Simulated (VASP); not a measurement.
# Eu (Im-3m) in VASP: a series of runs

Eu is run at these levels: PBE; tasks: single point.

Everything below comes from runs of VASP 6.6.1. Logs are shortened: lines on timing, memory, paths and dates and some standing lists are left out, and cuts for length are marked.

**1. The cell of the first run**

It takes space group Im-3m (No. 229, cubic). The conventional cell has a = 4.382 Å, b = 4.382 Å, c = 4.382 Å, α = 90.00°, β = 90.00°, γ = 90.00°. Within 5.0 Å of Eu (site symmetry m-3m) lie 14 Eu at 3.80 to 4.38 Å.

**2. Single point, PBE, collinear spin, ferromagnetic start (42.07 Å³/atom)**

Contents of INCAR:

```
SYSTEM = Eu
ALGO = Fast
EDIFF = 1E-6
ENCUT = 520
GGA = PE
ISIF = 2
ISMEAR = 0
ISPIN = 2
LASPH = .TRUE.
LCHARG = .FALSE.
LMAXMIX = 6
LORBIT = 11
LREAL = .FALSE.
LWAVE = .FALSE.
MAGMOM = 7.7
NBANDS = 18
NELM = 150
PREC = Accurate
SIGMA = 0.05
```

Contents of KPOINTS:

```
k-points
0
G
  14 14 14
  0 0 0
```

Contents of POSCAR:

```
Eu
1.0
   -2.1910580101      2.1910580101      2.1910580101
    2.1910580101     -2.1910580101      2.1910580101
    2.1910580101      2.1910580101     -2.1910580101
Eu
1
Direct
    0.0000000000      0.0000000000      0.0000000000
```

Potentials or basis: VASP PAW PBE potentials, release 64 (Eu).

The run is started by

```bash
$ cat potpaw_PBE.64/Eu/POTCAR > POTCAR
$ mpirun -np 1 vasp_std > vasp.out
```

OUTCAR:

```text
SYSTEM = Eu
   EDIFF = 1E-6
   ENCUT = 520
   GGA = PE
   ISIF = 2
   ISMEAR = 0
   ISPIN = 2
   LASPH = .TRUE.
   LORBIT = 11
   LREAL = .FALSE.
   NELM = 150
   PREC = Accurate

 ion  position               nearest neighbor table
   1  0.000  0.000  0.000-

  LATTYP: Found a body centered cubic cell.
 ALAT       =     4.3821160202

  Lattice vectors:

 A1 = (  -2.1910580101,   2.1910580101,   2.1910580101)
 A2 = (   2.1910580101,  -2.1910580101,   2.1910580101)
 A3 = (   2.1910580101,   2.1910580101,  -2.1910580101)

Analysis of symmetry for initial positions (statically):
=====================================================================
 Subroutine PRICEL returns:
 Original cell was already a primitive cell.

 Routine SETGRP: Setting up the symmetry group for a
 body centered cubic supercell.

 Subroutine GETGRP returns: Found 48 space group operations
 (whereof 48 operations were pure point group operations)
 out of a pool of 48 trial point group operations.

The static configuration has the point symmetry O_h .

Analysis of symmetry for dynamics (positions and initial velocities):
=====================================================================
 Subroutine PRICEL returns:
 Original cell was already a primitive cell.

 Routine SETGRP: Setting up the symmetry group for a
 body centered cubic supercell.

 Subroutine GETGRP returns: Found 48 space group operations
 (whereof 48 operations were pure point group operations)
 out of a pool of 48 trial point group operations.

The dynamic configuration has the point symmetry O_h .

Analysis of structural, dynamic, and magnetic symmetry:
=====================================================================
 Subroutine PRICEL returns:
 Original cell was already a primitive cell.

 Routine SETGRP: Setting up the symmetry group for a
 body centered cubic supercell.

 Subroutine GETGRP returns: Found 48 space group operations
 (whereof 48 operations were pure point group operations)
 out of a pool of 48 trial point group operations.

The overall configuration has the point symmetry O_h .

 Subroutine INISYM returns: Found 48 space group operations
 (whereof 48 operations are pure point group operations),
 and found     1 'primitive' translations

----------------------------------------------------------------------------------------

                                     Primitive cell

  volume of cell :      42.0748

  direct lattice vectors                    reciprocal lattice vectors
    -2.191058010  2.191058010  2.191058010     0.000000000  0.228200257  0.228200257
     2.191058010 -2.191058010  2.191058010     0.228200257  0.000000000  0.228200257
     2.191058010  2.191058010 -2.191058010     0.228200257  0.228200257  0.000000000

  length of vectors
     3.795023796  3.795023796  3.795023796     0.322723898  0.322723898  0.322723898

  position of ions in fractional coordinates (direct lattice)
     0.000000000  0.000000000  0.000000000

  ion indices of the primitive-cell ions
   primitive index   ion index
                 1           1

----------------------------------------------------------------------------------------

 KPOINTS: k-points

Automatic generation of k-mesh.
 Grid dimensions read from file:
 generate k-points for:   14   14   14

 Generating k-lattice:

  Cartesian coordinates                     Fractional coordinates (reciprocal lattice)
     0.000000000  0.016300018  0.016300018     0.071428571  0.000000000  0.000000000
     0.016300018  0.000000000  0.016300018     0.000000000  0.071428571  0.000000000
     0.016300018  0.016300018  0.000000000     0.000000000  0.000000000  0.071428571

  Length of vectors
     0.023051707  0.023051707  0.023051707

  Shift w.r.t. Gamma in fractional coordinates (k-lattice)
     0.000000000  0.000000000  0.000000000

 Subroutine IBZKPT returns following result:
 ===========================================

 Found    104 irreducible k-points:

 Following reciprocal coordinates:
            Coordinates               Weight
  0.000000  0.000000  0.000000      1.000000
  0.071429  0.000000  0.000000     12.000000
  0.142857  0.000000  0.000000     12.000000
  0.214286  0.000000  0.000000     12.000000
  0.285714  0.000000  0.000000     12.000000
  0.357143  0.000000  0.000000     12.000000
[... 16 lines left out ...]
  0.285714  0.285714  0.000000     24.000000
  0.357143  0.285714  0.000000     24.000000
 [... further k-points ...]
   k-points           NKPTS =    104   k-points in BZ     NKDIM =    104   number of bands    NBANDS=     18
   number of dos      NEDOS =    301   number of ions     NIONS =      1
   total plane-waves  NPLWV =  21952
   dimension x,y,z NGX =    28 NGY =   28 NGZ =   28
   dimension x,y,z NGXF=    56 NGYF=   56 NGZF=   56
   ions per type =               1
   NGX,Y,Z   is equivalent  to a cutoff of  12.27, 12.27, 12.27 a.u.
   NGXF,Y,Z  is equivalent  to a cutoff of  24.53, 24.53, 24.53 a.u.
 SYSTEM =  Eu
   PREC   = accura    normal or accurate (medium, high low for compatibility)
   ISTART =      0    job   : 0-new  1-cont  2-samecut
   ICHARG =      2    charge: 1-file 2-atom 10-const
   ISPIN  =      2    spin polarized calculation?
   LNONCOLLINEAR =      F non collinear calculations
   LSORBIT =      F    spin-orbit coupling
   LASPH  =      T    aspherical Exc in radial PAW
   ENCUT  =  520.0 eV  38.22 Ry    6.18 a.u.   7.06  7.06  7.06*2*pi/ulx,y,z
   NELM   =    150;   NELMIN=  2; NELMDL= -5     # of ELM steps
   EDIFF  = 0.1E-05   stopping-criterion for ELM
   LREAL  =      F    real-space projection
   EDIFFG = 0.1E-04   stopping-criterion for IOM
   NSW    =      0    number of steps for IOM
   IBRION =     -1    ionic relax: 0-MD 1-quasi-New 2-CG
   NFREE  =      0    steps in history (QN), initial steepest desc. (CG)
   ISIF   =      2    stress and relaxation
   ISYM   =      2    0-nonsym 1-usesym 2-fastsym
   POTIM  = 0.5000    time-step for ionic-motion
   TEBEG  =    0.0;   TEEND  =   0.0 temperature during run
   PSTRESS=    0.0 pullay stress
   NELECT =      17.0000    total number of electrons
   NUPDOWN=      -1.0000    fix difference up-down
   EMIN   =  10.00;   EMAX   =-10.00  energy-range for DOS
   EFERMI =   0.00;   METHOD = LEGACY
   ISMEAR =     0;   SIGMA  =   0.05  broadening in eV -4-tet -1-fermi 0-gaus
   EFERMI_NEDOS =   21; number of points for ismear=-14 and -15
   IALGO  =     68    algorithm
   IMIX   =      4    mixing-type and parameters
     AMIX     =   0.40;   BMIX     =  1.00
     AMIX_MAG =   1.60;   BMIX_MAG =  1.00
  volume/ion in A,a.u.               =      42.07       283.93
  Fermi-wavevector in a.u.,A,eV,Ry     =   1.210275  2.287087 19.929334  1.464765
  Thomas-Fermi vector in A             =   2.345826
   LORBIT       =     11    0 simple, 1 ext, 2 COOP (PROOUT), +10 PAW based schemes
   GGA     = PE    functional components
   LHFCALC =     F    Hartree Fock is set to
   AEXX    =    0.0000 exact exchange contribution
   IVDW    =     0    specifies the selected vdW correction
   LEPSILON=     F    determine dielectric tensor
   LRPA    =     F    only Hartree local field effects (RPA)
 spin polarized calculation
 RMM-DIIS sequential band-by-band and
 Gauss-broadening in eV      SIGMA  =   0.05
  energy-cutoff  :      520.00
  volume of cell :       42.07
 maximum number of plane-waves:      1157
   NGX = 15   NGY = 15   NGZ = 15

 number of electron      16.9999992 magnetization       7.2304507

 Free energy of the ion-electron system (eV)
  ---------------------------------------------------
  ext. energy  EPLUGINS =         0.00000000
  ---------------------------------------------------
  free energy    TOTEN  =       -11.43878600 eV

  energy without entropy =      -11.43727136  energy(sigma->0) =      -11.43802868

 E-fermi :   2.1122     XC(G=0):  -8.8293

 val. band max:        2.1111064892   @ k =  -0.4286   0.5000   0.2143
 cond. band min:       2.1188267796   @ k =  -0.4286   0.5000   0.2857
 fundamental gap:      0.0077202904
 Fermi energy:         2.1122469317

 spin component 1

 k-point     1 :       0.0000    0.0000    0.0000
  band No.  band energies     occupation
      1     -39.5300      1.00000
      2     -18.0845      1.00000
      3     -18.0845      1.00000
      4     -18.0845      1.00000
      5      -2.2489      1.00000
      6       1.5914      1.00000
[... 10 lines left out ...]
     17       5.6583      0.00000
     18      11.6034      0.00000

 k-point     2 :       0.0714    0.0000    0.0000
  band No.  band energies     occupation
      1     -39.5282      1.00000
      2     -18.1076      1.00000
      3     -18.0917      1.00000
      4     -18.0845      1.00000
      5      -2.1305      1.00000
      6       1.5902      1.00000
[... 10 lines left out ...]
     17       5.6640      0.00000
     18      11.7713      0.00000
[... 442 lines left out ...]
 k-point    24 :       0.3571    0.2857    0.0000
  band No.  band energies     occupation
      1     -39.4910      1.00000
      2     -18.4227      1.00000
      3     -18.3548      1.00000
      4     -18.1394      1.00000
      5       1.3563      1.00000
      6       1.5897      1.00000
[... 10 lines left out ...]
     17       7.5458      0.00000
     18       9.3375      0.00000

 [... further k-points ...]

 spin component 2

 k-point     1 :       0.0000    0.0000    0.0000
  band No.  band energies     occupation
      1     -36.4131      1.00000
      2     -15.7661      1.00000
      3     -15.7661      1.00000
      4     -15.7661      1.00000
      5      -1.5344      1.00000
      6       4.9084      0.00000
[... 10 lines left out ...]
     17       6.7446      0.00000
     18      12.6195      0.00000

 k-point     2 :       0.0714    0.0000    0.0000
  band No.  band energies     occupation
      1     -36.4108      1.00000
      2     -15.7957      1.00000
      3     -15.7751      1.00000
      4     -15.7662      1.00000
      5      -1.4102      1.00000
      6       4.7814      0.00000
[... 10 lines left out ...]
     17       6.8345      0.00000
     18      12.7605      0.00000
[... 442 lines left out ...]
 k-point    24 :       0.3571    0.2857    0.0000
  band No.  band energies     occupation
      1     -36.3621      1.00000
      2     -16.1921      1.00000
      3     -16.1064      1.00000
      4     -15.8352      1.00000
      5       2.3366      0.00000
      6       3.0110      0.00000
[... 10 lines left out ...]
     17       8.9193      0.00000
     18      10.5719      0.00000

 [... further k-points ...]

------------------------ aborting loop because EDIFF is reached ----------------------------------------

  FORCE on cell =-STRESS in cart. coord.  units (eV):
  Direction    XX          YY          ZZ          XY          YZ          ZX
  --------------------------------------------------------------------------------------
  -------------------------------------------------------------------------------------
  Total       -0.1026368     -0.1026368     -0.1026368      0.0000000      0.0000000      0.0000000
  in kB       -3.9083388     -3.9083388     -3.9083388      0.0000000      0.0000000      0.0000000
  external PRESSURE =      -3.9083388 kB  Pullay stress =       0.0000000 kB

 VOLUME and BASIS-vectors are now :
 -----------------------------------------------------------------------------
  energy-cutoff  :      520.00
  volume of cell :       42.07
      direct lattice vectors                 reciprocal lattice vectors
    -2.191058010  2.191058010  2.191058010     0.000000000  0.228200257  0.228200257
     2.191058010 -2.191058010  2.191058010     0.228200257  0.000000000  0.228200257
     2.191058010  2.191058010 -2.191058010     0.228200257  0.228200257  0.000000000

 POSITION                                       TOTAL-FORCE (eV/Angst)
 -----------------------------------------------------------------------------------
      0.00000      0.00000      0.00000         0.000000      0.000000     -0.000000
 -----------------------------------------------------------------------------------
    total drift:                               -0.000000     -0.000000      0.000000

  FREE ENERGIE OF THE ION-ELECTRON SYSTEM (eV)
  ---------------------------------------------------
  free  energy   TOTEN  =       -11.4387860035 eV

  energy  without entropy=      -11.4372713605  energy(sigma->0) =      -11.43802868

 total charge

# of ion       s       p       d       f       tot
--------------------------------------------------
    1        2.086   5.710   0.291   6.645  14.732

 magnetization (x)

# of ion       s       p       d       f       tot
--------------------------------------------------
    1       -0.004  -0.097   0.118   6.642   6.660
```

Wall time 3.1 min (1 thread of Intel Xeon 6975P-C (Granite Rapids), shared host); peak memory 0.27 GiB.

What came out:

```yaml
Free_energy: -11.4388 eV
Pressure: -0.4 GPa
Net_moment: 7.23 μB per cell
Site_moments: Eu +6.66 μB
Valence_electrons_inside_the_program's_atomic_spheres: Eu 14.73
```

Levels at points of the mesh, in eV from the Fermi level:
Spin up:
```
           k point  band 9  band 10  band 11  band 12  band 13  band 14  band 15  band 16
(0.00, 0.00, 0.00)   -0.36    -0.36    -0.36    -0.32     1.82     1.82     1.82     3.55
(0.50, 0.00, 0.00)   -0.38    -0.37    -0.36    -0.35     0.43     0.86     3.45     4.17
(0.50, 0.50, 0.50)   -0.48    -0.48    -0.32    -0.32    -0.32     5.05     5.05     5.07
```
Spin down:
```tsv
k point	band 2	band 3	band 4	band 5	band 6	band 7	band 8	band 9
(0.00, 0.00, 0.00)	-17.88	-17.88	-17.88	-3.65	2.80	2.80	2.80	3.96
(0.50, 0.00, 0.00)	-18.44	-18.06	-17.88	-0.97	1.29	1.55	3.90	4.22
(0.50, 0.50, 0.50)	-18.26	-18.26	-18.26	-0.36	-0.36	3.95	3.95	3.95
```

Caveat: spin-orbit coupling is left out, which moves the levels of the heavy elements; semilocal functionals describe open f shells poorly, which spoils levels, moments and volumes. The state reached can hang on the start; a lower one may exist.

(Continued in part 2 of 3.)
